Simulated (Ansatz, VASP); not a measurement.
# One calculation of AlN, two programs

```xyz
2
Lattice="0.0000 2.1790 2.1790 2.1790 0.0000 2.1790 2.1790 2.1790 0.0000" Properties=species:S:1:pos:R:3 pbc="T T T"
Al    0.0000    0.0000    0.0000
N     3.2685    3.2685    3.2685
```

Alike in both runs: functional r2SCAN; dispersion D4; k mesh 8 × 8 × 8; no spin polarisation.

Ansatz relaxed the structure, and its values are those at the end. VASP's run is a single point on that final structure, the one shown.

```csv
,VASP,Ansatz
version,VASP 6.6.1,Ansatz 0.2.0
potentials or method,"VASP PAW PBE potentials, release 64 (Al, N), cutoff 520 eV","plane waves, PAW"
occupations,"gaussian, width 0.01 eV",fixed
valence electrons in the cell,8,8
```

Ansatz gave:

```
pressure (GPa) : 0.0
```

Task: What did VASP give for the same quantities?

Result: Pressure (GPa): -0.4.

VASP's potentials were made for PBE, not for r2SCAN.
